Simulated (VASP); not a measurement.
# Ge4MoW (P4/mmm) in VASP: notebook

The runs below take Ge4MoW through single point, relaxation of shape and atoms at fixed volume, with PBE.

Program: VASP 6.6.1. These are calculated values, not measurements. Logs are shortened: lines on timing, memory, paths and dates and some standing lists are left out, and cuts for length are marked.

### Step 1. The cell of the first run

Symmetry: P4/mmm, No. 123, tetragonal system. The conventional cell has a = 3.372 Å, b = 3.372 Å, c = 8.373 Å, α = 90.00°, β = 90.00°, γ = 90.00°. Ge (site symmetry 4mm) has 9 Ge at 2.71 to 3.37 Å and 4 W at 2.74 Å and 1 Mo at 2.83 Å within 3.6 Å. Within 3.6 Å of Ge (site symmetry 4mm) lie 9 Ge at 2.69 to 3.37 Å and 4 Mo at 2.74 Å and 1 W at 2.84 Å. Within 3.6 Å of Mo (site symmetry 4/mmm) lie 10 Ge at 2.74 to 2.83 Å and 4 Mo at 3.37 Å. Within 3.6 Å of W (site symmetry 4/mmm) lie 10 Ge at 2.74 to 2.84 Å and 4 W at 3.37 Å.

### Step 2. Single point, PBE (15.87 Å³/atom)

The input, INCAR:

```
PREC     = Accurate       # precision mode
ENCUT    = 520            # plane-wave cutoff, eV
EDIFF    = 1E-6           # SCF threshold, eV
ISMEAR   = 0              # smearing method
SIGMA    = 0.1            # smearing width, eV
LREAL    = F              # projectors in reciprocal space
LASPH    = T              # aspherical terms in the spheres
NELM     = 60             # most SCF steps
ALGO     = Normal         # electronic algorithm
ISIF     = 2              # what is computed and relaxed
LWAVE    = F              # write WAVECAR
LCHARG   = T              # write CHGCAR
GGA      = PE             # functional
LELF     = T              # ELF
LVHAR    = T            
NBANDS   = 51             # bands
```

The input, KPOINTS:

```
Automatic mesh
0
Gamma
  12 12 6
```

The input, POSCAR:

```
Ge4MoW
1.0
    3.3723060724      0.0000000000      0.0000000000
    0.0000000000      3.3723060724      0.0000000000
    0.0000000000      0.0000000000      8.3728079811
Ge Mo W
4 1 1
Direct
    0.0000000000      0.0000000000      0.6620314049
    0.5000000000      0.5000000000      0.1608728018
    0.0000000000      0.0000000000      0.3379685951
    0.5000000000      0.5000000000      0.8391271982
    0.0000000000      0.0000000000      0.0000000000
    0.5000000000      0.5000000000      0.5000000000
```

Potentials or basis: VASP PAW PBE potentials, release 64 (Ge_d, Mo_sv, W_sv).

Run with:

```console
$ cat potpaw_PBE.64/Ge_d/POTCAR potpaw_PBE.64/Mo_sv/POTCAR potpaw_PBE.64/W_sv/POTCAR > POTCAR
$ mpirun -np 1 vasp_std > vasp.out
```

OUTCAR:

```text
PREC = Accurate
   ENCUT = 520
   EDIFF = 1E-6
   ISMEAR = 0
   LREAL = F
   LASPH = T
   NELM = 60
   ISIF = 2
   GGA = PE

 ion  position               nearest neighbor table
   1  0.000  0.000  0.662-   3 2.71   6 2.74   6 2.74   6 2.74   6 2.74   4 2.81   4 2.81   4 2.81
                             4 2.81   5 2.83
   2  0.500  0.500  0.161-   4 2.69   5 2.74   5 2.74   5 2.74   5 2.74   3 2.81   3 2.81   3 2.81
                             3 2.81   6 2.84
   3  0.000  0.000  0.338-   1 2.71   6 2.74   6 2.74   6 2.74   6 2.74   2 2.81   2 2.81   2 2.81
                             2 2.81   5 2.83
   4  0.500  0.500  0.839-   2 2.69   5 2.74   5 2.74   5 2.74   5 2.74   1 2.81   1 2.81   1 2.81
                             1 2.81   6 2.84
   5  0.000  0.000  0.000-   2 2.74   4 2.74   2 2.74   4 2.74   2 2.74   4 2.74   2 2.74   4 2.74
                             3 2.83   1 2.83
   6  0.500  0.500  0.500-   1 2.74   3 2.74   1 2.74   3 2.74   1 2.74   3 2.74   1 2.74   3 2.74
                             2 2.84   4 2.84

  LATTYP: Found a simple tetragonal cell.
 ALAT       =     3.3723060724
 C/A-ratio  =     2.4828137783

  Lattice vectors:

 A1 = (   3.3723060724,   0.0000000000,   0.0000000000)
 A2 = (   0.0000000000,   3.3723060724,   0.0000000000)
 A3 = (   0.0000000000,   0.0000000000,   8.3728079811)

Analysis of symmetry for initial positions (statically):
=====================================================================
 Subroutine PRICEL returns:
 Original cell was already a primitive cell.

 Routine SETGRP: Setting up the symmetry group for a
 simple tetragonal supercell.

 Subroutine GETGRP returns: Found 16 space group operations
 (whereof 16 operations were pure point group operations)
 out of a pool of 16 trial point group operations.

The static configuration has the point symmetry D_4h.

Analysis of symmetry for dynamics (positions and initial velocities):
=====================================================================
 Subroutine PRICEL returns:
 Original cell was already a primitive cell.

 Routine SETGRP: Setting up the symmetry group for a
 simple tetragonal supercell.

 Subroutine GETGRP returns: Found 16 space group operations
 (whereof 16 operations were pure point group operations)
 out of a pool of 16 trial point group operations.

The dynamic configuration has the point symmetry D_4h.

 Subroutine INISYM returns: Found 16 space group operations
 (whereof 16 operations are pure point group operations),
 and found     1 'primitive' translations

----------------------------------------------------------------------------------------

                                     Primitive cell

  volume of cell :      95.2193

  direct lattice vectors                    reciprocal lattice vectors
     3.372306072  0.000000000  0.000000000     0.296532989  0.000000000  0.000000000
     0.000000000  3.372306072  0.000000000     0.000000000  0.296532989  0.000000000
     0.000000000  0.000000000  8.372807981     0.000000000  0.000000000  0.119434245

  length of vectors
     3.372306072  3.372306072  8.372807981     0.296532989  0.296532989  0.119434245

  position of ions in fractional coordinates (direct lattice)
     0.000000000  0.000000000  0.662031405
     0.500000000  0.500000000  0.160872802
     0.000000000  0.000000000  0.337968595
     0.500000000  0.500000000  0.839127198
     0.000000000  0.000000000  0.000000000
     0.500000000  0.500000000  0.500000000

  ion indices of the primitive-cell ions
   primitive index   ion index
                 1           1
                 2           2
                 3           3
                 4           4
                 5           5
                 6           6

----------------------------------------------------------------------------------------

 KPOINTS: Automatic mesh

Automatic generation of k-mesh.
 Grid dimensions read from file:
 generate k-points for:   12   12    6

 Generating k-lattice:

  Cartesian coordinates                     Fractional coordinates (reciprocal lattice)
     0.024711082  0.000000000  0.000000000     0.083333333  0.000000000  0.000000000
     0.000000000  0.024711082  0.000000000     0.000000000  0.083333333  0.000000000
     0.000000000  0.000000000  0.019905708     0.000000000  0.000000000  0.166666667

  Length of vectors
     0.024711082  0.024711082  0.019905708

  Shift w.r.t. Gamma in fractional coordinates (k-lattice)
     0.000000000  0.000000000  0.000000000

 Subroutine IBZKPT returns following result:
 ===========================================

 Found    112 irreducible k-points:

 Following reciprocal coordinates:
            Coordinates               Weight
  0.000000  0.000000  0.000000      1.000000
  0.083333  0.000000  0.000000      4.000000
  0.166667  0.000000  0.000000      4.000000
  0.250000  0.000000  0.000000      4.000000
  0.333333  0.000000  0.000000      4.000000
  0.416667  0.000000  0.000000      4.000000
[... 16 lines left out ...]
  0.333333  0.333333  0.000000      4.000000
  0.416667  0.333333  0.000000      8.000000
 [... further k-points ...]
   k-points           NKPTS =    112   k-points in BZ     NKDIM =    112   number of bands    NBANDS=     51
   number of dos      NEDOS =    301   number of ions     NIONS =      6
   total plane-waves  NPLWV =  50176
   dimension x,y,z NGX =    28 NGY =   28 NGZ =   64
   dimension x,y,z NGXF=    56 NGYF=   56 NGZF=  128
   ions per type =               4   1   1
   NGX,Y,Z   is equivalent  to a cutoff of  13.80, 13.80, 12.71 a.u.
   NGXF,Y,Z  is equivalent  to a cutoff of  27.61, 27.61, 25.41 a.u.
 SYSTEM =  unknown system
   PREC   = accura    normal or accurate (medium, high low for compatibility)
   ISTART =      0    job   : 0-new  1-cont  2-samecut
   ICHARG =      2    charge: 1-file 2-atom 10-const
   ISPIN  =      1    spin polarized calculation?
   LNONCOLLINEAR =      F non collinear calculations
   LSORBIT =      F    spin-orbit coupling
   LASPH  =      T    aspherical Exc in radial PAW
   ENCUT  =  520.0 eV  38.22 Ry    6.18 a.u.   6.27  6.27 15.57*2*pi/ulx,y,z
   NELM   =     60;   NELMIN=  2; NELMDL= -5     # of ELM steps
   EDIFF  = 0.1E-05   stopping-criterion for ELM
   LREAL  =      F    real-space projection
   EDIFFG = 0.1E-04   stopping-criterion for IOM
   NSW    =      0    number of steps for IOM
   IBRION =     -1    ionic relax: 0-MD 1-quasi-New 2-CG
   NFREE  =      0    steps in history (QN), initial steepest desc. (CG)
   ISIF   =      2    stress and relaxation
   ISYM   =      2    0-nonsym 1-usesym 2-fastsym
   POTIM  = 0.5000    time-step for ionic-motion
   TEBEG  =    0.0;   TEEND  =   0.0 temperature during run
   PSTRESS=    0.0 pullay stress
   NELECT =      84.0000    total number of electrons
   NUPDOWN=      -1.0000    fix difference up-down
   EMIN   =  10.00;   EMAX   =-10.00  energy-range for DOS
   EFERMI =   0.00;   METHOD = LEGACY
   ISMEAR =     0;   SIGMA  =   0.10  broadening in eV -4-tet -1-fermi 0-gaus
   EFERMI_NEDOS =   21; number of points for ismear=-14 and -15
   IALGO  =     38    algorithm
   IMIX   =      4    mixing-type and parameters
     AMIX     =   0.40;   BMIX     =  1.00
     AMIX_MAG =   1.60;   BMIX_MAG =  1.00
  volume/ion in A,a.u.               =      15.87       107.10
  Fermi-wavevector in a.u.,A,eV,Ry     =   1.570096  2.967051 33.541105  2.465202
  Thomas-Fermi vector in A             =   2.671880
   LORBIT       =      0    0 simple, 1 ext, 2 COOP (PROOUT), +10 PAW based schemes
   GGA     = PE    functional components
   LHFCALC =     F    Hartree Fock is set to
   AEXX    =    0.0000 exact exchange contribution
   IVDW    =     0    specifies the selected vdW correction
   LEPSILON=     F    determine dielectric tensor
   LRPA    =     F    only Hartree local field effects (RPA)
 non-spin polarized calculation
 Gauss-broadening in eV      SIGMA  =   0.10
  energy-cutoff  :      520.00
  volume of cell :       95.22
 maximum number of plane-waves:      2590
 NGX is ok and might be reduce to    28
   NGX = 13   NGY = 13   NGZ = 31

 number of electron      84.0000002 magnetization

 Free energy of the ion-electron system (eV)
  ---------------------------------------------------
  ext. energy  EPLUGINS =         0.00000000
  ---------------------------------------------------
  free energy    TOTEN  =       -42.11114060 eV

  energy without entropy =      -42.10260224  energy(sigma->0) =      -42.10687142

 E-fermi :   9.6675     XC(G=0): -12.6263

 val. band max:        9.6634045242   @ k =   0.3333   0.0000   0.0000
 cond. band min:       9.6740192659   @ k =   0.0833   0.0000   0.3333
 fundamental gap:      0.0106147418
 Fermi energy:         9.6674768048

 k-point     1 :       0.0000    0.0000    0.0000
  band No.  band energies     occupation
      1     -64.4551      2.00000
      2     -51.2434      2.00000
      3     -28.6427      2.00000
      4     -28.6427      2.00000
      5     -28.6360      2.00000
      6     -25.3377      2.00000
[... 43 lines left out ...]
     50      13.5988      0.00000
     51      14.5139      0.00000

 k-point     2 :       0.0833    0.0000    0.0000
  band No.  band energies     occupation
      1     -64.4549      2.00000
      2     -51.2428      2.00000
      3     -28.6509      2.00000
      4     -28.6420      2.00000
      5     -28.6351      2.00000
      6     -25.3366      2.00000
[... 43 lines left out ...]
     50      13.8032      0.00000
     51      14.3843      0.00000

 k-point     3 :       0.1667    0.0000    0.0000
  band No.  band energies     occupation
      1     -64.4542      2.00000
      2     -51.2413      2.00000
      3     -28.6732      2.00000
      4     -28.6400      2.00000
      5     -28.6327      2.00000
      6     -25.3523      2.00000
[... 43 lines left out ...]
     50      14.3275      0.00000
     51      14.4442      0.00000
[... 1027 lines left out ...]
 k-point    23 :       0.3333    0.3333    0.0000
  band No.  band energies     occupation
      1     -64.4499      2.00000
      2     -51.2306      2.00000
      3     -28.7238      2.00000
      4     -28.7219      2.00000
      5     -28.6173      2.00000
      6     -25.4108      2.00000
[... 43 lines left out ...]
     50      13.1369      0.00000
     51      13.5154      0.00000

 k-point    24 :       0.4167    0.3333    0.0000
  band No.  band energies     occupation
      1     -64.4493      2.00000
      2     -51.2291      2.00000
      3     -28.7442      2.00000
      4     -28.7202      2.00000
      5     -28.6152      2.00000
      6     -25.4341      2.00000
[... 43 lines left out ...]
     50      13.5015      0.00000
     51      13.9479      0.00000

 [... further k-points ...]

------------------------ aborting loop because EDIFF is reached ----------------------------------------

  FORCE on cell =-STRESS in cart. coord.  units (eV):
  Direction    XX          YY          ZZ          XY          YZ          ZX
  --------------------------------------------------------------------------------------
  -------------------------------------------------------------------------------------
  Total       -2.5567106     -2.5567106     -2.5879446      0.0000000     -0.0000000     -0.0000000
  in kB      -43.0196687    -43.0196687    -43.5452171      0.0000000     -0.0000000     -0.0000000
  external PRESSURE =     -43.1948515 kB  Pullay stress =       0.0000000 kB

 VOLUME and BASIS-vectors are now :
 -----------------------------------------------------------------------------
  energy-cutoff  :      520.00
  volume of cell :       95.22
      direct lattice vectors                 reciprocal lattice vectors
     3.372306072  0.000000000  0.000000000     0.296532989  0.000000000  0.000000000
     0.000000000  3.372306072  0.000000000     0.000000000  0.296532989  0.000000000
     0.000000000  0.000000000  8.372807981     0.000000000  0.000000000  0.119434245

 POSITION                                       TOTAL-FORCE (eV/Angst)
 -----------------------------------------------------------------------------------
      0.00000      0.00000      5.54306        -0.000000      0.000000      0.004125
      1.68615      1.68615      1.34696         0.000000     -0.000000      0.007803
      0.00000      0.00000      2.82975         0.000000      0.000000     -0.004125
      1.68615      1.68615      7.02585         0.000000      0.000000     -0.007803
      0.00000      0.00000      0.00000         0.000000      0.000000      0.000000
      1.68615      1.68615      4.18640         0.000000      0.000000      0.000000
 -----------------------------------------------------------------------------------
    total drift:                                0.000000      0.000000      0.000000

  FREE ENERGIE OF THE ION-ELECTRON SYSTEM (eV)
  ---------------------------------------------------
  free  energy   TOTEN  =       -42.1111405962 eV

  energy  without entropy=      -42.1026022366  energy(sigma->0) =      -42.10687142
```

Wall time 4.2 min (1 thread of Intel Xeon 6975P-C (Granite Rapids), shared host); peak memory 0.55 GiB.

Results:

```
Free energy            : -42.1111 eV
Pressure               : -4.3 GPa
Largest force          : 0.008 eV/Å
Band gap on the k mesh : zero (bands 42 and 43 overlap by 1.10 eV)
```

Forces on the atoms (eV/Å):
```
Ge   0.000  0.000  0.004
Ge   0.000  0.000  0.008
Ge   0.000  0.000 -0.004
Ge   0.000  0.000 -0.008
Mo   0.000  0.000  0.000
W    0.000  0.000  0.000
```

Caveat: the cell stands under tension; spin-orbit coupling is left out, which moves the levels of the heavy elements.

(Part 1 of 2 ends here.)
